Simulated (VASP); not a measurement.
Input of a VASP 6.6.1 run:

INCAR

```
PREC     = Accurate       # precision mode
ENCUT    = 500            # plane-wave cutoff, eV
EDIFF    = 1E-6           # SCF threshold, eV
ISMEAR   = 0              # smearing method
SIGMA    = 0.01           # smearing width, eV
LREAL    = F              # projectors in reciprocal space
LASPH    = T              # aspherical terms in the spheres
NELM     = 120            # most SCF steps
ALGO     = Normal         # electronic algorithm
ISIF     = 2              # what is computed and relaxed
LWAVE    = F              # write WAVECAR
LCHARG   = F              # write CHGCAR
GGA      = PE             # functional
NBANDS   = 26             # bands
GGA_COMPAT= F
```

Contents of KPOINTS:

```
Automatic mesh
0
Gamma
  6 6 4
```

Contents of POSCAR:

```
AgBr
1.0
    4.2135168619      0.0000000000      0.0430729392
    0.0000000000      4.2128125909      0.0000000000
   -0.0588312474      0.0000000000      5.9538989863
Ag Br
2 2
Direct
    0.7498190468      0.7500000000      0.7499454562
    0.2501809532      0.2500000000      0.2500545438
    0.2497690821      0.2500000000      0.7500045594
    0.7502309179      0.7500000000      0.2499954406
```

Potentials or basis: VASP PAW PBE potentials, release 64 (Ag, Br).

Launch:

```sh
$ cat potpaw_PBE.64/Ag/POTCAR potpaw_PBE.64/Br/POTCAR > POTCAR
$ mpirun -np 1 vasp_std > vasp.out
```

(1) Estimate the band gap on the k mesh.

(2) Predict the pressure.

Answers

(1) 0.72 eV.

(2) -2.0 GPa.
